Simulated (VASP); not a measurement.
# GaAs (F-43m) in VASP: further runs

GaAs is run at these levels: BHLYP; tasks: single point.

Everything below comes from runs of VASP 6.6.1. Logs are shortened: lines on timing, memory, paths and dates and some standing lists are left out, and cuts for length are marked.

## 1. The cell of the first run

The structure is cubic, space group F-43m (No. 216). Conventional cell: a = 5.691 Å, b = 5.691 Å, c = 5.691 Å, α = 90.00°, β = 90.00°, γ = 90.00°. Within 3.3 Å of As (site symmetry -43m) lie 4 Ga at 2.46 Å. Ga (site symmetry -43m) has 4 As at 2.46 Å within 3.3 Å.

## 2. Single point, BHLYP

POSCAR

```
GaAs
1.0
    0.0000000000      2.8455714065      2.8455714065
    2.8455714065      0.0000000000      2.8455714065
    2.8455714065      2.8455714065      0.0000000000
As Ga
1 1
Direct
    0.7500000000      0.7500000000      0.7500000000
    0.0000000000      0.0000000000      0.0000000000
```

INCAR.step1

```
SYSTEM = GaAs
PREC     = Accurate       ! precision mode
ENCUT    = 520            ! plane-wave cutoff, eV
EDIFF    = 1E-5           ! SCF threshold, eV
ISMEAR   = -1             ! smearing method
SIGMA    = 0.05           ! smearing width, eV
LREAL    = .FALSE.        ! projectors in reciprocal space
LASPH    = .TRUE.         ! aspherical terms in the spheres
NELM     = 60             ! most SCF steps
ALGO     = Normal         ! electronic algorithm
ISIF     = 2              ! what is computed and relaxed
LWAVE    = .TRUE.         ! write WAVECAR
LCHARG   = .FALSE.        ! write CHGCAR
NBANDS   = 16             ! bands
GGA      = PE             ! functional
```

INCAR.step2

```
SYSTEM = GaAs
PREC     = Accurate       ! precision mode
ENCUT    = 520            ! plane-wave cutoff, eV
EDIFF    = 1E-7           ! SCF threshold, eV
ISMEAR   = -1             ! smearing method
SIGMA    = 0.05           ! smearing width, eV
LREAL    = .FALSE.        ! projectors in reciprocal space
LASPH    = .TRUE.         ! aspherical terms in the spheres
NELM     = 60             ! most SCF steps
ALGO     = Normal         ! electronic algorithm
ISIF     = 2              ! what is computed and relaxed
LWAVE    = .FALSE.        ! write WAVECAR
LCHARG   = .FALSE.        ! write CHGCAR
GGA      = B5             ! functional
LHFCALC  = .TRUE.         ! exact exchange
AEXX     = 0.5            ! exact-exchange fraction
ALDAX    = 0.5          
AGGAX    = 0.5          
AGGAC    = 1.0          
ALDAC    = 0.0          
PRECFOCK = Normal       
NBANDS   = 16             ! bands
ISTART   = 1
```

KPOINTS

```
Automatic mesh
0
G
  4 4 4
  0 0 0
```

Potentials or basis: VASP PAW PBE potentials, release 64 (As, Ga_d).

Started as:

```
cat potpaw_PBE.64/As/POTCAR potpaw_PBE.64/Ga_d/POTCAR > POTCAR
cp INCAR.step1 INCAR
mpirun -np 1 vasp_std > vasp.out
cp INCAR.step2 INCAR
mpirun -np 1 vasp_std > vasp.out
```

OUTCAR:

```text
SYSTEM = GaAs
   PREC = Accurate
   ENCUT = 520
   EDIFF = 1E-7
   ISMEAR = -1
   LREAL = .FALSE.
   LASPH = .TRUE.
   NELM = 60
   ISIF = 2
   GGA = B5
   LHFCALC = .TRUE.
   AEXX = 0.5
   PRECFOCK = Normal
   ISTART = 1

 ion  position               nearest neighbor table
   1  0.750  0.750  0.750-   2 2.46   2 2.46   2 2.46   2 2.46
   2  0.000  0.000  0.000-   1 2.46   1 2.46   1 2.46   1 2.46

  LATTYP: Found a face centered cubic cell.
 ALAT       =     5.6911428130

  Lattice vectors:

 A1 = (   0.0000000000,   2.8455714065,   2.8455714065)
 A2 = (   2.8455714065,   0.0000000000,   2.8455714065)
 A3 = (   2.8455714065,   2.8455714065,   0.0000000000)

Analysis of symmetry for initial positions (statically):
=====================================================================
 Subroutine PRICEL returns:
 Original cell was already a primitive cell.

 Routine SETGRP: Setting up the symmetry group for a
 face centered cubic supercell.

 Subroutine GETGRP returns: Found 24 space group operations
 (whereof 24 operations were pure point group operations)
 out of a pool of 48 trial point group operations.

The static configuration has the point symmetry T_d .

Analysis of symmetry for dynamics (positions and initial velocities):
=====================================================================
 Subroutine PRICEL returns:
 Original cell was already a primitive cell.

 Routine SETGRP: Setting up the symmetry group for a
 face centered cubic supercell.

 Subroutine GETGRP returns: Found 24 space group operations
 (whereof 24 operations were pure point group operations)
 out of a pool of 48 trial point group operations.

The dynamic configuration has the point symmetry T_d .

 Subroutine INISYM returns: Found 24 space group operations
 (whereof 24 operations are pure point group operations),
 and found     1 'primitive' translations

----------------------------------------------------------------------------------------

                                     Primitive cell

  volume of cell :      46.0828

  direct lattice vectors                    reciprocal lattice vectors
     0.000000000  2.845571406  2.845571406    -0.175711633  0.175711633  0.175711633
     2.845571406  0.000000000  2.845571406     0.175711633 -0.175711633  0.175711633
[... 73 lines left out ...]
   NFREE  =      0    steps in history (QN), initial steepest desc. (CG)
   ISIF   =      2    stress and relaxation
   ISYM   =      3    0-nonsym 1-usesym 2-fastsym
   POTIM  = 0.5000    time-step for ionic-motion
   TEBEG  =    0.0;   TEEND  =   0.0 temperature during run
   PSTRESS=    0.0 pullay stress
   NELECT =      18.0000    total number of electrons
   NUPDOWN=      -1.0000    fix difference up-down
   EMIN   =  10.00;   EMAX   =-10.00  energy-range for DOS
   EFERMI =   0.00;   METHOD = LEGACY
   ISMEAR =    -1;   SIGMA  =   0.05  broadening in eV -4-tet -1-fermi 0-gaus
   EFERMI_NEDOS =   21; number of points for ismear=-14 and -15
   IALGO  =     38    algorithm
   IMIX   =      1    mixing-type and parameters
     AMIX     =   0.40;   BMIX     =  1.00
     AMIX_MAG =   1.60;   BMIX_MAG =  1.00
  volume/ion in A,a.u.               =      23.04       155.49
  Fermi-wavevector in a.u.,A,eV,Ry     =   1.196702  2.261440 19.484859  1.432097
  Thomas-Fermi vector in A             =   2.332636
   LORBIT       =      0    0 simple, 1 ext, 2 COOP (PROOUT), +10 PAW based schemes
   GGA     = B5    functional components
   LHFCALC =     T    Hartree Fock is set to
   PRECFOCK=normal    Normal, Fast or Accurate (Low or Medium for compatibility)
   ENCUT4O =  -1.0   cutoff for four orbital integrals eV
   NKREDX  =     1    reduce k-point grid by
   NKREDY  =     1    reduce k-point grid by
   NKREDZ  =     1    reduce k-point grid by
   AEXX    =    0.5000 exact exchange contribution
   HFSCREEN=    0.0000 screening length (either q_TF or 0.3 A-1)
   HFSCREENC=   0.0000 screening length for correlation (either q_TF or 0.3 A-1)
   ENCUTFOCK=  -1.0 apply spherical cutoff to Coloumb kernel
   IVDW    =     0    specifies the selected vdW correction
   LEPSILON=     F    determine dielectric tensor
   LRPA    =     F    only Hartree local field effects (RPA)
 non-spin polarized calculation
  energy-cutoff  :      520.00
  volume of cell :       46.08
 maximum number of plane-waves:      1245
 NGX is ok and might be reduce to    30
  NGX = 24; NGY = 24; NGZ = 24

 number of electron      17.9999985 magnetization

 Free energy of the ion-electron system (eV)
  ---------------------------------------------------
  ext. energy  EPLUGINS =         0.00000000
  ---------------------------------------------------
  free energy    TOTEN  =       -12.03893057 eV

  energy without entropy =      -12.03893057  energy(sigma->0) =      -12.03893057

 E-fermi :   3.5982     XC(G=0):  -4.9708

 val. band max:        2.5029201811   @ k =   0.0000   0.0000   0.0000
 cond. band min:       6.1596498169   @ k =   0.0000   0.0000   0.0000
 fundamental gap:      3.6567296358
 Fermi energy:         3.5982064099

 k-point     1 :       0.0000    0.0000    0.0000
  band No.  band energies     occupation
      1     -17.5453      2.00000
      2     -17.5453      2.00000
      3     -17.5453      2.00000
      4     -17.4634      2.00000
      5     -17.4634      2.00000
      6     -12.5770      2.00000
[... 129 lines left out ...]
      3     -17.5095      2.00000
      4     -17.4723      2.00000
      5     -17.4608      2.00000
      6      -9.6619      2.00000
[... 8 lines left out ...]
     15      18.7120      0.00000
     16      19.7447      0.00000

------------------------ aborting loop because EDIFF is reached ----------------------------------------

  FORCE on cell =-STRESS in cart. coord.  units (eV):
  Direction    XX          YY          ZZ          XY          YZ          ZX
  --------------------------------------------------------------------------------------
  -------------------------------------------------------------------------------------
  Total        0.0728154      0.0728154      0.0728154      0.0000000      0.0000000      0.0000000
  in kB        2.5316001      2.5316001      2.5316001      0.0000000      0.0000000      0.0000000
  external PRESSURE =       2.5316001 kB  Pullay stress =       0.0000000 kB

 VOLUME and BASIS-vectors are now :
 -----------------------------------------------------------------------------
  energy-cutoff  :      520.00
  volume of cell :       46.08
      direct lattice vectors                 reciprocal lattice vectors
     0.000000000  2.845571406  2.845571406    -0.175711633  0.175711633  0.175711633
     2.845571406  0.000000000  2.845571406     0.175711633 -0.175711633  0.175711633
     2.845571406  2.845571406  0.000000000     0.175711633  0.175711633 -0.175711633

 POSITION                                       TOTAL-FORCE (eV/Angst)
 -----------------------------------------------------------------------------------
      4.26836      4.26836      4.26836         0.000000      0.000000      0.000000
      0.00000      0.00000      0.00000        -0.000000     -0.000000     -0.000000
 -----------------------------------------------------------------------------------
    total drift:                                0.000006      0.000010      0.000009

  FREE ENERGIE OF THE ION-ELECTRON SYSTEM (eV)
  ---------------------------------------------------
  free  energy   TOTEN  =       -12.0389305662 eV

  energy  without entropy=      -12.0389305661  energy(sigma->0) =      -12.03893057
```

It took 9.5 min on 1 thread of Intel Xeon Platinum 8375C at 2.90GHz (Ice Lake), shared host; peak memory 0.17 GiB.

Results:

```yaml
Free_energy: -12.0389 eV
Pressure: 0.3 GPa
Band_gap_on_the_k_mesh: 3.66 eV
```

Levels at points of the mesh, in eV from the valence-band top:
```tsv
k point	band 7	band 8	band 9	band 10	band 11	band 12
(0.00, 0.00, 0.00)	0.00	0.00	0.00	3.66	6.98	6.98
(0.50, 0.00, 0.00)	-7.64	-1.28	-1.28	4.06	7.96	7.96
(0.50, 0.50, 0.00)	-7.87	-3.02	-3.02	4.45	4.70	14.26
```

Caveat: the k points lie up to 0.48 Å⁻¹ apart; the PAW data sets were made with another functional, which shifts forces and pressure a little. A k mesh can miss the band edges.

## 3. Single point, BHLYP

This run uses another cell than the first one, of 23.49 Å³/atom.

POSCAR

```
GaAs
1.0
    0.0000000000      2.8640496607      2.8640496607
    2.8640496607      0.0000000000      2.8640496607
    2.8640496607      2.8640496607      0.0000000000
As Ga
1 1
Direct
    0.7500000000      0.7500000000      0.7500000000
    0.0000000000      0.0000000000      0.0000000000
```

INCAR.step1

```
SYSTEM = GaAs
ALGO = Normal
EDIFF = 1E-5
ENCUT = 520
GGA = PE
ISIF = 2
ISMEAR = -1
LASPH = .True.
LCHARG = .False.
LREAL = .False.
LWAVE = .True.
NBANDS = 16
NELM = 80
PREC = Accurate
SIGMA = 0.05
```

INCAR.step2

```
SYSTEM = GaAs
AEXX = 0.5
AGGAC = 1.0
AGGAX = 0.5
ALDAC = 0.0
ALDAX = 0.5
ALGO = Normal
EDIFF = 1E-7
ENCUT = 520
GGA = B5
ISIF = 2
ISMEAR = -1
ISTART = 1
LASPH = .True.
LCHARG = .False.
LHFCALC = .True.
LREAL = .False.
LWAVE = .False.
NBANDS = 16
NELM = 80
PREC = Accurate
PRECFOCK = Normal
SIGMA = 0.05
```

KPOINTS

```
k-points
0
Gamma
  4 4 4
  0 0 0
```

Potentials or basis: VASP PAW PBE potentials, release 64 (As, Ga_d).

Started as:

```
cat potpaw_PBE.64/As/POTCAR potpaw_PBE.64/Ga_d/POTCAR > POTCAR
cp INCAR.step1 INCAR
mpirun -np 1 vasp_std > vasp.out
cp INCAR.step2 INCAR
mpirun -np 1 vasp_std > vasp.out
```

It took 7 min on 1 thread of Intel Xeon Platinum 8375C at 2.90GHz (Ice Lake), shared host; peak memory 0.17 GiB.

Results (log left out):

| Item | Value |
| --- | --- |
| Free energy | -12.0363 eV |
| Pressure | -1.2 GPa |
| Band gap on the k mesh | 3.46 eV |

Levels at points of the mesh, in eV from the valence-band top:
| k point | band 5 | band 6 | band 7 | band 8 | band 9 | band 10 | band 11 | band 12 | band 13 | band 14 |
| --- | --- | --- | --- | --- | --- | --- | --- | --- | --- | --- |
| (0.00, 0.00, 0.00) | -19.96 | -14.93 | 0.00 | 0.00 | 0.00 | 3.46 | 6.96 | 6.96 | 6.96 | 11.12 |
| (0.50, 0.00, 0.00) | -19.96 | -13.00 | -7.53 | -1.25 | -1.25 | 3.98 | 7.94 | 7.94 | 11.25 | 14.07 |
| (0.50, 0.50, 0.00) | -19.95 | -12.16 | -7.78 | -2.95 | -2.95 | 4.47 | 4.69 | 14.08 | 14.08 | 14.72 |

Caveat: the k points lie up to 0.47 Å⁻¹ apart; the PAW data sets were made with another functional, which shifts forces and pressure a little.
